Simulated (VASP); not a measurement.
# SrB (I4_1/amd) in VASP: single point with PBE

Aim: the single point of SrB with PBE.

All numbers are computed with VASP 6.6.1; they aren't measurements. Logs are shortened: lines on timing, memory, paths and dates and some standing lists are left out, and cuts for length are marked.

## 1. The cell of the first run

It takes space group I4_1/amd (No. 141, tetragonal). Conventional cell: a = 4.196 Å, b = 4.196 Å, c = 9.777 Å, α = 90.00°, β = 90.00°, γ = 90.00°. Sr (site symmetry -4m2) has 8 B at 2.97 to 3.22 Å and 4 Sr at 3.22 Å within 3.9 Å. Within 3.9 Å of B (site symmetry -4m2) lie 8 Sr at 2.97 to 3.22 Å and 4 B at 3.22 Å.

## 2. Single point, PBE

File INCAR:

```
SYSTEM = SrB
PREC = Accurate
ENCUT = 520
EDIFF = 1E-6
ISMEAR = 0
SIGMA = 0.1
LREAL = .False.
LASPH = .True.
NELM = 100
ALGO = Normal
ISIF = 2
LWAVE = .False.
LCHARG = .True.
GGA = PE
LELF = .True.
LVHAR = .True.
NBANDS = 21
```

File KPOINTS:

```
regular mesh
0
Gamma
  16 16 16
  0 0 0
```

File POSCAR:

```
SrB
1.0
   -2.0979241496      2.0979241496      4.8885794317
    2.0979241496     -2.0979241496      4.8885794317
    2.0979241496      2.0979241496     -4.8885794317
Sr B
2 2
Direct
    0.2500000000      0.7500000000      0.5000000000
    0.5000000000      0.5000000000      0.0000000000
    0.7500000000      0.2500000000      0.5000000000
    0.0000000000      0.0000000000      0.0000000000
```

Potentials or basis: VASP PAW PBE potentials, release 64 (Sr_sv, B).

Run with:

```console
$ cat potpaw_PBE.64/Sr_sv/POTCAR potpaw_PBE.64/B/POTCAR > POTCAR
$ mpirun -np 1 vasp_std > vasp.out
```

OUTCAR:

```text
SYSTEM = SrB
   PREC = Accurate
   ENCUT = 520
   EDIFF = 1E-6
   ISMEAR = 0
   LREAL = .False.
   LASPH = .True.
   NELM = 100
   ISIF = 2
   GGA = PE

 ion  position               nearest neighbor table
   1  0.250  0.750  0.500-   3 2.97   3 2.97   3 2.97   3 2.97   4 3.22   2 3.22   4 3.22   2 3.22
                             4 3.22   4 3.22   2 3.22   2 3.22
   2  0.500  0.500  0.000-   4 2.97   4 2.97   4 2.97   4 2.97   3 3.22   1 3.22   3 3.22   3 3.22
                             1 3.22   1 3.22   3 3.22   1 3.22
   3  0.750  0.250  0.500-   1 2.97   1 2.97   1 2.97   1 2.97   2 3.22   2 3.22   2 3.22   2 3.22

   4  0.000  0.000  0.000-   2 2.97   2 2.97   2 2.97   2 2.97   1 3.22   1 3.22   1 3.22   1 3.22

  LATTYP: Found a body centered tetragonal cell.
 ALAT       =     4.1958482992
 C/A-ratio  =     2.3301983690

  Lattice vectors:

 A1 = (  -2.0979241496,   2.0979241496,   4.8885794317)
 A2 = (   2.0979241496,  -2.0979241496,   4.8885794317)
 A3 = (   2.0979241496,   2.0979241496,  -4.8885794317)

Analysis of symmetry for initial positions (statically):
=====================================================================
 Subroutine PRICEL returns:
 Original cell was already a primitive cell.

 Routine SETGRP: Setting up the symmetry group for a
 body centered tetragonal supercell.

 Subroutine GETGRP returns: Found 16 space group operations
 (whereof  8 operations were pure point group operations)
 out of a pool of 16 trial point group operations.

The static configuration has the point symmetry D_2d.
 The point group associated with its full space group is D_4h.

Analysis of symmetry for dynamics (positions and initial velocities):
=====================================================================
 Subroutine PRICEL returns:
 Original cell was already a primitive cell.

 Routine SETGRP: Setting up the symmetry group for a
 body centered tetragonal supercell.

 Subroutine GETGRP returns: Found 16 space group operations
 (whereof  8 operations were pure point group operations)
 out of a pool of 16 trial point group operations.

The dynamic configuration has the point symmetry D_2d.
 The point group associated with its full space group is D_4h.

 Subroutine INISYM returns: Found 16 space group operations
 (whereof  8 operations are pure point group operations),
 and found     1 'primitive' translations

----------------------------------------------------------------------------------------

                                     Primitive cell

  volume of cell :      86.0641

  direct lattice vectors                    reciprocal lattice vectors
    -2.097924150  2.097924150  4.888579432     0.000000000  0.238330828  0.102279201
     2.097924150 -2.097924150  4.888579432     0.238330828  0.000000000  0.102279201
     2.097924150  2.097924150 -4.888579432     0.238330828  0.238330828  0.000000000

  length of vectors
     5.718459612  5.718459612  5.718459612     0.259350378  0.259350378  0.337050690

  position of ions in fractional coordinates (direct lattice)
     0.250000000  0.750000000  0.500000000
     0.500000000  0.500000000  0.000000000
     0.750000000  0.250000000  0.500000000
     0.000000000  0.000000000  0.000000000

  ion indices of the primitive-cell ions
   primitive index   ion index
                 1           1
                 2           2
                 3           3
                 4           4

----------------------------------------------------------------------------------------

 KPOINTS: regular mesh

Automatic generation of k-mesh.
 Grid dimensions read from file:
 generate k-points for:   16   16   16

 Generating k-lattice:

  Cartesian coordinates                     Fractional coordinates (reciprocal lattice)
     0.000000000  0.014895677  0.006392450     0.062500000  0.000000000  0.000000000
     0.014895677  0.000000000  0.006392450     0.000000000  0.062500000  0.000000000
     0.014895677  0.014895677  0.000000000     0.000000000  0.000000000  0.062500000

  Length of vectors
     0.016209399  0.016209399  0.021065668

  Shift w.r.t. Gamma in fractional coordinates (k-lattice)
     0.000000000  0.000000000  0.000000000

 Subroutine IBZKPT returns following result:
 ===========================================

 Found    349 irreducible k-points:

 Following reciprocal coordinates:
            Coordinates               Weight
  0.000000  0.000000  0.000000      1.000000
  0.062500  0.000000  0.000000      8.000000
  0.125000  0.000000  0.000000      8.000000
  0.187500  0.000000 -0.000000      8.000000
  0.250000  0.000000  0.000000      8.000000
  0.312500  0.000000 -0.000000      8.000000
[... 16 lines left out ...]
 -0.125000  0.062500  0.000000     16.000000
 -0.062500  0.062500  0.000000      4.000000
 [... further k-points ...]
   k-points           NKPTS =    349   k-points in BZ     NKDIM =    349   number of bands    NBANDS=     21
   number of dos      NEDOS =    301   number of ions     NIONS =      4
   total plane-waves  NPLWV = 110592
   dimension x,y,z NGX =    48 NGY =   48 NGZ =   48
   dimension x,y,z NGXF=    96 NGYF=   96 NGZF=   96
   ions per type =               2   2
   NGX,Y,Z   is equivalent  to a cutoff of  13.95, 13.95, 13.95 a.u.
   NGXF,Y,Z  is equivalent  to a cutoff of  27.91, 27.91, 27.91 a.u.
 SYSTEM =  SrB
   PREC   = accura    normal or accurate (medium, high low for compatibility)
   ISTART =      0    job   : 0-new  1-cont  2-samecut
   ICHARG =      2    charge: 1-file 2-atom 10-const
   ISPIN  =      1    spin polarized calculation?
   LNONCOLLINEAR =      F non collinear calculations
   LSORBIT =      F    spin-orbit coupling
   LASPH  =      T    aspherical Exc in radial PAW
   ENCUT  =  520.0 eV  38.22 Ry    6.18 a.u.  10.63 10.63 10.63*2*pi/ulx,y,z
   NELM   =    100;   NELMIN=  2; NELMDL= -5     # of ELM steps
   EDIFF  = 0.1E-05   stopping-criterion for ELM
   LREAL  =      F    real-space projection
   EDIFFG = 0.1E-04   stopping-criterion for IOM
   NSW    =      0    number of steps for IOM
   IBRION =     -1    ionic relax: 0-MD 1-quasi-New 2-CG
   NFREE  =      0    steps in history (QN), initial steepest desc. (CG)
   ISIF   =      2    stress and relaxation
   ISYM   =      2    0-nonsym 1-usesym 2-fastsym
   POTIM  = 0.5000    time-step for ionic-motion
   TEBEG  =    0.0;   TEEND  =   0.0 temperature during run
   PSTRESS=    0.0 pullay stress
   NELECT =      26.0000    total number of electrons
   NUPDOWN=      -1.0000    fix difference up-down
   EMIN   =  10.00;   EMAX   =-10.00  energy-range for DOS
   EFERMI =   0.00;   METHOD = LEGACY
   ISMEAR =     0;   SIGMA  =   0.10  broadening in eV -4-tet -1-fermi 0-gaus
   EFERMI_NEDOS =   21; number of points for ismear=-14 and -15
   IALGO  =     38    algorithm
   IMIX   =      4    mixing-type and parameters
     AMIX     =   0.40;   BMIX     =  1.00
     AMIX_MAG =   1.60;   BMIX_MAG =  1.00
  volume/ion in A,a.u.               =      21.52       145.20
  Fermi-wavevector in a.u.,A,eV,Ry     =   1.098479  2.075825 16.417561  1.206657
  Thomas-Fermi vector in A             =   2.234857
   LORBIT       =      0    0 simple, 1 ext, 2 COOP (PROOUT), +10 PAW based schemes
   GGA     = PE    functional components
   LHFCALC =     F    Hartree Fock is set to
   AEXX    =    0.0000 exact exchange contribution
   IVDW    =     0    specifies the selected vdW correction
   LEPSILON=     F    determine dielectric tensor
   LRPA    =     F    only Hartree local field effects (RPA)
 non-spin polarized calculation
 Gauss-broadening in eV      SIGMA  =   0.10
  energy-cutoff  :      520.00
  volume of cell :       86.06
 maximum number of plane-waves:      2336
 NGX is ok and might be reduce to    48
   NGX = 21   NGY = 21   NGZ = 21

 number of electron      26.0000000 magnetization

 Free energy of the ion-electron system (eV)
  ---------------------------------------------------
  ext. energy  EPLUGINS =         0.00000000
  ---------------------------------------------------
  free energy    TOTEN  =       -11.67986476 eV

  energy without entropy =      -11.65906961  energy(sigma->0) =      -11.66946719

 E-fermi :   2.9578     XC(G=0):  -9.5231

 val. band max:        2.9575307505   @ k =  -0.1875   0.5000   0.1250
 cond. band min:       2.9595565979   @ k =   0.4375   0.2500   0.1250
 fundamental gap:      0.0020258474
 Fermi energy:         2.9578066833

 k-point     1 :       0.0000    0.0000    0.0000
  band No.  band energies     occupation
      1     -32.3232      2.00000
      2     -32.0364      2.00000
      3     -15.1097      2.00000
      4     -14.2885      2.00000
      5     -14.2885      2.00000
      6     -14.0143      2.00000
[... 13 lines left out ...]
     20       6.7809      0.00000
     21       7.7512      0.00000

 k-point     2 :       0.0625    0.0000    0.0000
  band No.  band energies     occupation
      1     -32.3209      2.00000
      2     -32.0382      2.00000
      3     -15.1044      2.00000
      4     -14.3029      2.00000
      5     -14.2916      2.00000
      6     -14.0197      2.00000
[... 13 lines left out ...]
     20       6.8882      0.00000
     21       7.7809      0.00000

 k-point     3 :       0.1250    0.0000    0.0000
  band No.  band energies     occupation
      1     -32.3142      2.00000
      2     -32.0437      2.00000
      3     -15.0890      2.00000
      4     -14.3434      2.00000
      5     -14.2997      2.00000
      6     -14.0334      2.00000
[... 13 lines left out ...]
     20       7.1290      0.00000
     21       7.9243      0.00000

 k-point     4 :       0.1875    0.0000   -0.0000
  band No.  band energies     occupation
      1     -32.3036      2.00000
      2     -32.0524      2.00000
      3     -15.0659      2.00000
      4     -14.4033      2.00000
      5     -14.3105      2.00000
      6     -14.0496      2.00000
[... 13 lines left out ...]
     20       7.3184      0.00000
     21       8.1251      0.00000

 k-point     5 :       0.2500    0.0000    0.0000
  band No.  band energies     occupation
      1     -32.2901      2.00000
      2     -32.0638      2.00000
      3     -15.0380      2.00000
      4     -14.4740      2.00000
      5     -14.3217      2.00000
      6     -14.0613      2.00000
[... 13 lines left out ...]
     20       7.3379      0.00000
     21       8.4281      0.00000

 k-point     6 :       0.3125    0.0000   -0.0000
  band No.  band energies     occupation
      1     -32.2751      2.00000
      2     -32.0767      2.00000
      3     -15.0086      2.00000
      4     -14.5463      2.00000
      5     -14.3315      2.00000
      6     -14.0633      2.00000
[... 13 lines left out ...]
     20       7.2941      0.00000
     21       8.7710      0.00000

 k-point     7 :       0.3750    0.0000   -0.0000
  band No.  band energies     occupation
      1     -32.2606      2.00000
      2     -32.0893      2.00000
      3     -14.9811      2.00000
      4     -14.6108      2.00000
      5     -14.3390      2.00000
      6     -14.0550      2.00000
[... 13 lines left out ...]
     20       7.3373      0.00000
     21       9.0705      0.00000
[... 291 lines left out ...]
      1     -32.2777      2.00000
      2     -32.0734      2.00000
      3     -15.0239      2.00000
      4     -14.5314      2.00000
      5     -14.3258      2.00000
      6     -14.0911      2.00000
[... 13 lines left out ...]
     20       7.3214      0.00000
     21       8.6194      0.00000

 k-point    21 :      -0.2500    0.0625    0.0000
  band No.  band energies     occupation
      1     -32.2924      2.00000
      2     -32.0608      2.00000
      3     -15.0515      2.00000
      4     -14.4631      2.00000
      5     -14.3144      2.00000
      6     -14.0842      2.00000
[... 13 lines left out ...]
     20       7.3168      0.00000
     21       8.2274      0.00000

 k-point    22 :      -0.1875    0.0625    0.0000
  band No.  band energies     occupation
      1     -32.3051      2.00000
      2     -32.0504      2.00000
      3     -15.0759      2.00000
      4     -14.3986      2.00000
      5     -14.3032      2.00000
      6     -14.0664      2.00000
[... 13 lines left out ...]
     20       7.2511      0.00000
     21       7.8845      0.00000

 k-point    23 :      -0.1250    0.0625    0.0000
  band No.  band energies     occupation
      1     -32.3145      2.00000
      2     -32.0428      2.00000
      3     -15.0945      2.00000
      4     -14.3457      2.00000
      5     -14.2942      2.00000
      6     -14.0440      2.00000
[... 13 lines left out ...]
     20       7.0761      0.00000
     21       7.7283      0.00000

 k-point    24 :      -0.0625    0.0625    0.0000
  band No.  band energies     occupation
      1     -32.3199      2.00000
      2     -32.0387      2.00000
      3     -15.1046      2.00000
      4     -14.3116      2.00000
      5     -14.2899      2.00000
      6     -14.0261      2.00000
[... 13 lines left out ...]
     20       6.9165      0.00000
     21       7.7191      0.00000

 [... further k-points ...]
[... 5 lines left out ...]
  --------------------------------------------------------------------------------------
  -------------------------------------------------------------------------------------
  Total        0.0974138      0.0974138      0.1076549      0.0000000      0.0000000      0.0000000
  in kB        1.8134640      1.8134640      2.0041129      0.0000000      0.0000000      0.0000000
  external PRESSURE =       1.8770136 kB  Pullay stress =       0.0000000 kB

 VOLUME and BASIS-vectors are now :
 -----------------------------------------------------------------------------
  energy-cutoff  :      520.00
  volume of cell :       86.06
      direct lattice vectors                 reciprocal lattice vectors
    -2.097924150  2.097924150  4.888579432     0.000000000  0.238330828  0.102279201
     2.097924150 -2.097924150  4.888579432     0.238330828  0.000000000  0.102279201
     2.097924150  2.097924150 -4.888579432     0.238330828  0.238330828  0.000000000

 POSITION                                       TOTAL-FORCE (eV/Angst)
 -----------------------------------------------------------------------------------
      2.09792      0.00000      2.44429         0.000000     -0.000000     -0.000000
      0.00000      0.00000      4.88858        -0.000000      0.000000     -0.000000
      0.00000      2.09792      2.44429        -0.000000     -0.000000     -0.000000
      0.00000      0.00000      0.00000        -0.000000      0.000000      0.000000
 -----------------------------------------------------------------------------------
    total drift:                                0.000000     -0.000000      0.000000

  FREE ENERGIE OF THE ION-ELECTRON SYSTEM (eV)
  ---------------------------------------------------
  free  energy   TOTEN  =       -11.6798647568 eV

  energy  without entropy=      -11.6590696139  energy(sigma->0) =      -11.66946719
```

Run time: 27 min. Hardware: 1 thread of Intel Xeon Platinum 8259CL at 2.50GHz (Skylake/Cascade Lake), shared host; peak memory 0.74 GiB.

What came out:

```yaml
Free_energy: -11.6799 eV
Pressure: 0.2 GPa
Band_gap_on_the_k_mesh: zero (bands 13 and 14 overlap by 1.09 eV)
```
